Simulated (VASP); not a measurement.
# TiAl3H in VASP: notebook

The runs below take TiAl3H through single point, with LDA.

Everything below comes from runs of VASP 6.6.1. Logs are shortened: lines on timing, memory, paths and dates and some standing lists are left out, and cuts for length are marked.

**1. The cell of the first run**

The cell holds a slab with vacuum, 10 atoms: a = 5.013 Å, b = 5.013 Å, c = 22.068 Å, α = 90.00°, β = 90.00°, γ = 64.41°.

**2. Single point, LDA**

Input file INCAR:

```
SYSTEM = TiAl3H
PREC = Accurate
ENCUT = 520
EDIFF = 1E-6
ISMEAR = 0
SIGMA = 0.1
LREAL = .FALSE.
LASPH = .TRUE.
NELM = 80
ALGO = Normal
ISIF = 2
LWAVE = .FALSE.
LCHARG = .FALSE.
LDIPOL = .TRUE.
IDIPOL = 3
DIPOL = 0.5 0.5 0.307
NBANDS = 33
```

Input file KPOINTS:

```
regular mesh
0
G
  6 6 1
  0 0 0
```

Input file POSCAR:

```
TiAl3H
1.0
    5.0133158832      0.0000000000      0.0000000000
    2.1650041019      4.5217356605      0.0000000000
    0.0000000000      0.0000000000     22.0677223531
Al Ti H
6 2 2
Direct
    0.5000000000      0.0000000000      0.1812602105
    0.0000000000      0.5000000000      0.1812602105
    0.0000000000      0.0000000000      0.2418017965
    0.0000000000      0.5000000000      0.3061179612
    0.5000000000      0.0000000000      0.3061179612
    0.5000000000      0.5000000000      0.3655892631
    0.5000000000      0.5000000000      0.2418017965
    0.0000000000      0.0000000000      0.3624433202
    0.0000000000     -0.0648273533      0.4439843041
    0.0000000000      0.0648273533      0.4439843041
```

Potentials or basis: VASP PAW LDA potentials, release 64 (Al, Ti_sv, H).

The run is started by

```sh
cat potpaw_LDA.64/Al/POTCAR potpaw_LDA.64/Ti_sv/POTCAR potpaw_LDA.64/H/POTCAR > POTCAR
mpirun -np 1 vasp_std > vasp.out
```

OUTCAR:

```text
SYSTEM = TiAl3H
   PREC = Accurate
   ENCUT = 520
   EDIFF = 1E-6
   ISMEAR = 0
   LREAL = .FALSE.
   LASPH = .TRUE.
   NELM = 80
   ISIF = 2

 ion  position               nearest neighbor table
   1  0.500  0.000  0.181-   2 2.67   2 2.67   5 2.76   7 2.84   7 2.84   3 2.84   3 2.84
   2  0.000  0.500  0.181-   1 2.67   1 2.67   4 2.76   3 2.84   3 2.84   7 2.84   7 2.84
   3  0.000  0.000  0.242-   8 2.66   7 2.67   7 2.67   2 2.84   2 2.84   1 2.84   1 2.84   4 2.88
                             4 2.88   5 2.88   5 2.88
   4  0.000  0.500  0.306-   5 2.67   5 2.67   2 2.76   8 2.80   8 2.80   6 2.83   6 2.83   3 2.88
                             3 2.88   7 2.88   7 2.88
   5  0.500  0.000  0.306-   4 2.67   4 2.67   1 2.76   8 2.80   8 2.80   6 2.83   6 2.83   7 2.88
                             7 2.88   3 2.88   3 2.88
   6  0.500  0.500  0.366-   8 2.67   8 2.67   7 2.73   5 2.83   5 2.83   4 2.83   4 2.83
   7  0.500  0.500  0.242-   3 2.67   3 2.67   6 2.73   1 2.84   1 2.84   2 2.84   2 2.84   5 2.88
                             5 2.88   4 2.88   4 2.88
   8  0.000  0.000  0.362-   9 1.83  10 1.83   3 2.66   6 2.67   6 2.67   4 2.80   4 2.80   5 2.80
                             5 2.80
   9  0.000  0.935  0.444-  10 0.65   8 1.83
  10  0.000  0.065  0.444-   9 0.65   8 1.83

  LATTYP: Found a base centered orthorhombic cell.
 ALAT       =     5.3440596354
 B/A-ratio  =     1.5875142919
 C/A-ratio  =     4.1293929819

  Lattice vectors:

 A1 = (  -2.1650041019,  -4.5217356605,   0.0000000000)
 A2 = (   5.0133158832,   0.0000000000,   0.0000000000)
 A3 = (   0.0000000000,   0.0000000000,  22.0677223531)

Analysis of symmetry for initial positions (statically):
=====================================================================
 Subroutine PRICEL returns:
 Original cell was already a primitive cell.

 Routine SETGRP: Setting up the symmetry group for a
 base centered orthorhombic supercell.

 Subroutine GETGRP returns: Found  2 space group operations
 (whereof  2 operations were pure point group operations)
 out of a pool of  8 trial point group operations.

The static configuration has the point symmetry C_2 .

Analysis of symmetry for dynamics (positions and initial velocities):
=====================================================================
 Subroutine PRICEL returns:
 Original cell was already a primitive cell.

 Routine SETGRP: Setting up the symmetry group for a
 base centered orthorhombic supercell.

 Subroutine GETGRP returns: Found  2 space group operations
 (whereof  2 operations were pure point group operations)
 out of a pool of  8 trial point group operations.

The dynamic configuration has the point symmetry C_2 .

 Subroutine INISYM returns: Found  2 space group operations
 (whereof  2 operations are pure point group operations),
 and found     1 'primitive' translations

----------------------------------------------------------------------------------------

                                     Primitive cell

  volume of cell :     500.2508

  direct lattice vectors                    reciprocal lattice vectors
     5.013315883  0.000000000  0.000000000     0.199468779 -0.095505522  0.000000000
     2.165004102  4.521735661  0.000000000     0.000000000  0.221154016  0.000000000
     0.000000000  0.000000000 22.067722353     0.000000000  0.000000000  0.045315053

  length of vectors
     5.013315883  5.013315883 22.067722353     0.221154016  0.221154016  0.045315053

  position of ions in fractional coordinates (direct lattice)
     0.500000000  0.000000000  0.181260210
     0.000000000  0.500000000  0.181260210
     0.000000000  0.000000000  0.241801796
     0.000000000  0.500000000  0.306117961
     0.500000000  0.000000000  0.306117961
     0.500000000  0.500000000  0.365589263
     0.500000000  0.500000000  0.241801796
     0.000000000  0.000000000  0.362443320
     0.000000000  0.935172647  0.443984304
     0.000000000  0.064827353  0.443984304

  ion indices of the primitive-cell ions
   primitive index   ion index
                 1           1
                 2           2
                 3           3
                 4           4
                 5           5
                 6           6
                 7           7
                 8           8
                 9           9
                10          10

----------------------------------------------------------------------------------------

 KPOINTS: regular mesh

Automatic generation of k-mesh.
 Grid dimensions read from file:
 generate k-points for:    6    6    1

 Generating k-lattice:

  Cartesian coordinates                     Fractional coordinates (reciprocal lattice)
     0.033244797 -0.015917587  0.000000000     0.166666667  0.000000000  0.000000000
     0.000000000  0.036859003  0.000000000     0.000000000  0.166666667  0.000000000
     0.000000000  0.000000000  0.045315053     0.000000000  0.000000000  1.000000000

  Length of vectors
     0.036859003  0.036859003  0.045315053

  Shift w.r.t. Gamma in fractional coordinates (k-lattice)
     0.000000000  0.000000000  0.000000000

 Subroutine IBZKPT returns following result:
 ===========================================

 Found     20 irreducible k-points:

 Following reciprocal coordinates:
            Coordinates               Weight
  0.000000  0.000000  0.000000      1.000000
  0.166667  0.000000  0.000000      2.000000
  0.000000 -0.166667  0.000000      2.000000
  0.333333 -0.000000  0.000000      2.000000
  0.000000 -0.333333  0.000000      2.000000
  0.500000  0.000000  0.000000      1.000000
[... 12 lines left out ...]
 -0.333333  0.333333  0.000000      2.000000
  0.500000  0.500000  0.000000      1.000000
   k-points           NKPTS =     20   k-points in BZ     NKDIM =     20   number of bands    NBANDS=     33
   number of dos      NEDOS =    301   number of ions     NIONS =     10
   total plane-waves  NPLWV = 268800
   dimension x,y,z NGX =    40 NGY =   40 NGZ =  168
   dimension x,y,z NGXF=    80 NGYF=   80 NGZF=  336
   ions per type =               6   2   2
   NGX,Y,Z   is equivalent  to a cutoff of  13.26, 13.26, 12.66 a.u.
   NGXF,Y,Z  is equivalent  to a cutoff of  26.53, 26.53, 25.31 a.u.
 SYSTEM =  TiAl3H
   PREC   = accura    normal or accurate (medium, high low for compatibility)
   ISTART =      0    job   : 0-new  1-cont  2-samecut
   ICHARG =      2    charge: 1-file 2-atom 10-const
   ISPIN  =      1    spin polarized calculation?
   LNONCOLLINEAR =      F non collinear calculations
   LSORBIT =      F    spin-orbit coupling
   LASPH  =      T    aspherical Exc in radial PAW
   ENCUT  =  520.0 eV  38.22 Ry    6.18 a.u.   9.32  9.32 41.03*2*pi/ulx,y,z
   NELM   =     80;   NELMIN=  2; NELMDL= -5     # of ELM steps
   EDIFF  = 0.1E-05   stopping-criterion for ELM
   LREAL  =      F    real-space projection
   EDIFFG = 0.1E-04   stopping-criterion for IOM
   NSW    =      0    number of steps for IOM
   IBRION =     -1    ionic relax: 0-MD 1-quasi-New 2-CG
   NFREE  =      0    steps in history (QN), initial steepest desc. (CG)
   ISIF   =      2    stress and relaxation
   ISYM   =      2    0-nonsym 1-usesym 2-fastsym
   POTIM  = 0.5000    time-step for ionic-motion
   TEBEG  =    0.0;   TEEND  =   0.0 temperature during run
   PSTRESS=    0.0 pullay stress
   NELECT =      44.0000    total number of electrons
   NUPDOWN=      -1.0000    fix difference up-down
   EMIN   =  10.00;   EMAX   =-10.00  energy-range for DOS
   EFERMI =   0.00;   METHOD = LEGACY
   ISMEAR =     0;   SIGMA  =   0.10  broadening in eV -4-tet -1-fermi 0-gaus
   EFERMI_NEDOS =   21; number of points for ismear=-14 and -15
   IALGO  =     38    algorithm
   IMIX   =      4    mixing-type and parameters
     AMIX     =   0.40;   BMIX     =  1.00
     AMIX_MAG =   1.60;   BMIX_MAG =  1.00
  volume/ion in A,a.u.               =      50.03       337.59
  Fermi-wavevector in a.u.,A,eV,Ry     =   0.728053  1.375821  7.211925  0.530062
  Thomas-Fermi vector in A             =   1.819430
   LORBIT       =      0    0 simple, 1 ext, 2 COOP (PROOUT), +10 PAW based schemes
   GGA     = CA    functional components
   LHFCALC =     F    Hartree Fock is set to
   AEXX    =    0.0000 exact exchange contribution
   IVDW    =     0    specifies the selected vdW correction
   LEPSILON=     F    determine dielectric tensor
   LRPA    =     F    only Hartree local field effects (RPA)
 non-spin polarized calculation
 Gauss-broadening in eV      SIGMA  =   0.10
  energy-cutoff  :      520.00
  volume of cell :      500.25
 maximum number of plane-waves:     13496
 NGX is ok and might be reduce to    40
   NGX = 19   NGY = 19   NGZ = 83

 dipolmoment           0.000000      0.000000      0.231667 electrons x Angstroem

 number of electron      44.0000003 magnetization

 dipolmoment           0.000000      0.000000     -0.074298 electrons x Angstroem

 Free energy of the ion-electron system (eV)
  ---------------------------------------------------
  ext. energy  EPLUGINS =         0.00000000
  ---------------------------------------------------
  free energy    TOTEN  =       -46.43024883 eV

  energy without entropy =      -46.39399147  energy(sigma->0) =      -46.41212015

 E-fermi :  -0.9676     XC(G=0):  -3.8648

 val. band max:       -0.9683811064   @ k =   0.5000   0.1667   0.0000
 cond. band min:      -0.9206703145   @ k =   0.3333   0.3333   0.0000
 fundamental gap:      0.0477107920
 Fermi energy:        -0.9675880766

 k-point     1 :       0.0000    0.0000    0.0000
  band No.  band energies     occupation
      1     -56.9135      2.00000
      2     -56.7169      2.00000
      3     -33.7173      2.00000
      4     -33.6339      2.00000
      5     -33.4908      2.00000
      6     -33.4783      2.00000
[... 25 lines left out ...]
     32       1.9820      0.00000
     33       2.0716      0.00000
[... 653 lines left out ...]
      3     -33.7170      2.00000
      4     -33.6352      2.00000
      5     -33.4914      2.00000
      6     -33.4780      2.00000
[... 25 lines left out ...]
     32       2.5455      0.00000
     33       2.6252      0.00000

------------------------ aborting loop because EDIFF is reached ----------------------------------------

 vacuum level on the upper side and lower side of the slab       (xc-potential included)        -0.305         0.278

  FORCE on cell =-STRESS in cart. coord.  units (eV):
  Direction    XX          YY          ZZ          XY          YZ          ZX
  --------------------------------------------------------------------------------------
  -------------------------------------------------------------------------------------
  Total       -4.9921379     -0.7568232      1.0305203      0.4347794      0.0000000      0.0000000
  in kB      -15.9885620     -2.4239143      3.3004972      1.3924891      0.0000000      0.0000000
  external PRESSURE =      -5.0373263 kB  Pullay stress =       0.0000000 kB

 VOLUME and BASIS-vectors are now :
 -----------------------------------------------------------------------------
  energy-cutoff  :      520.00
  volume of cell :      500.25
      direct lattice vectors                 reciprocal lattice vectors
     5.013315883  0.000000000  0.000000000     0.199468779 -0.095505522  0.000000000
     2.165004102  4.521735661  0.000000000     0.000000000  0.221154016  0.000000000
     0.000000000  0.000000000 22.067722353     0.000000000  0.000000000  0.045315053

 POSITION                                       TOTAL-FORCE (eV/Angst)
 -----------------------------------------------------------------------------------
      2.50666      0.00000      4.00000         0.000000      0.000000      0.556577
      1.08250      2.26087      4.00000         0.000000      0.000000      0.555797
      0.00000      0.00000      5.33601         0.000000      0.000000     -0.773733
      1.08250      2.26087      6.75533         0.000000      0.000000      0.010508
      2.50666      0.00000      6.75533         0.000000      0.000000     -0.028938
      3.58916      2.26087      8.06772        -0.000000      0.000000      0.122132
      3.58916      2.26087      5.33601        -0.000000      0.000000     -0.437038
      0.00000      0.00000      7.99830        -0.000000      0.000000     -1.265195
      2.02465      4.22860      9.79772        -2.596839     -6.182376      0.629945
      0.14035      0.29313      9.79772         2.596839      6.182376      0.629945
 -----------------------------------------------------------------------------------
    total drift:                                0.000000      0.000000      0.000137

  FREE ENERGIE OF THE ION-ELECTRON SYSTEM (eV)
  ---------------------------------------------------
  free  energy   TOTEN  =       -46.4302488291 eV

  energy  without entropy=      -46.3939914665  energy(sigma->0) =      -46.41212015

 vacuum level on the upper side and lower side of the slab         2.872         3.466
```

Wall time 6.3 min (1 thread of Intel Xeon 6975P-C (Granite Rapids), shared host); peak memory 0.61 GiB.

What came out:

| Property | Result |
| --- | --- |
| Free energy | -46.4302 eV |
| Largest force | 6.735 eV/Å |
| Band gap on the k mesh | zero (bands 22 and 23 overlap by 0.23 eV) |

Forces on the atoms (eV/Å):
```
Al   0.000  0.000  0.557
Al   0.000  0.000  0.556
Al   0.000  0.000 -0.774
Al   0.000  0.000  0.011
Al   0.000  0.000 -0.029
Al   0.000  0.000  0.122
Ti   0.000  0.000 -0.437
Ti   0.000  0.000 -1.265
H   -2.597 -6.182  0.630
H    2.597  6.182  0.630
```

Levels at points of the mesh, in eV from the Fermi level:
| k point | band 19 | band 20 | band 21 | band 22 | band 23 | band 24 | band 25 | band 26 |
| --- | --- | --- | --- | --- | --- | --- | --- | --- |
| (0.00, 0.00, 0.00) | -1.04 | -1.00 | -0.73 | -0.35 | -0.10 | 0.45 | 0.96 | 1.50 |
| (0.50, 0.00, 0.00) | -0.66 | -0.53 | -0.14 | -0.05 | 0.35 | 0.48 | 0.88 | 1.16 |
| (0.00, 0.50, 0.00) | -0.72 | -0.54 | -0.14 | -0.05 | 0.37 | 0.62 | 0.88 | 1.14 |
| (0.50, 0.50, 0.00) | -0.68 | -0.33 | -0.14 | 0.09 | 0.30 | 0.62 | 0.78 | 0.89 |

**3. Single point, LDA**

Input file INCAR:

```
ALGO = Normal ; DIPOL = 0.5 0.5 0.315
EDIFF = 1E-7 ; ENCUT = 520
IDIPOL = 3 ; ISIF = 2
ISMEAR = 0 ; LASPH = True
LCHARG = False ; LDIPOL = True
LREAL = False ; LWAVE = False
NBANDS = 33 ; NELM = 100
PREC = Accurate ; SIGMA = 0.1
```

Input file KPOINTS:

```
k-points
0
Gamma
  6 6 1
```

POSCAR: that of step 2 with these lines changed.

```diff
@@ -16,3 +16,3 @@
     0.0000000000      0.0000000000      0.3624433202
-    0.0000000000     -0.0648273533      0.4439843041
-    0.0000000000      0.0648273533      0.4439843041
+    0.0000000000     -0.0648273533      0.4834083999
+    0.0000000000      0.0648273533      0.4834083999
```

Potentials or basis: VASP PAW LDA potentials, release 64 (Al, Ti_sv, H).

The run is started by

```sh
cat potpaw_LDA.64/Al/POTCAR potpaw_LDA.64/Ti_sv/POTCAR potpaw_LDA.64/H/POTCAR > POTCAR
mpirun -np 1 vasp_std > vasp.out
```

Run time: 6.1 min. Hardware: 1 thread of Intel Xeon 6975P-C (Granite Rapids), shared host; peak memory 0.61 GiB.

Results (log left out):

```yaml
Free_energy: -46.2761 eV
Largest_force: 5.929 eV/Å
Band_gap_on_the_k_mesh: zero (bands 22 and 23 overlap by 0.33 eV)
```

Forces in eV/Å, atoms in the order of the input:
```
Al   0.000  0.000  0.577
Al   0.000  0.000  0.577
Al   0.000  0.000 -0.702
Al   0.000  0.000  0.027
Al   0.000  0.000  0.016
Al   0.000  0.000 -0.045
Ti   0.000  0.000 -0.508
Ti   0.000  0.000  0.398
H   -2.502 -5.372 -0.170
H    2.502  5.372 -0.170
```

Levels at points of the mesh, in eV from the Fermi level:
| k point | band 20 | band 21 | band 22 | band 23 | band 24 | band 25 |
| --- | --- | --- | --- | --- | --- | --- |
| (0.00, 0.00, 0.00) | -1.07 | -0.79 | -0.39 | -0.13 | 0.34 | 0.65 |
| (0.50, 0.00, 0.00) | -0.58 | -0.23 | -0.09 | 0.23 | 0.76 | 0.81 |
| (0.00, 0.50, 0.00) | -0.59 | -0.23 | -0.09 | 0.24 | 0.78 | 0.81 |
| (0.50, 0.50, 0.00) | -0.39 | 0.08 | 0.14 | 0.17 | 0.53 | 0.64 |
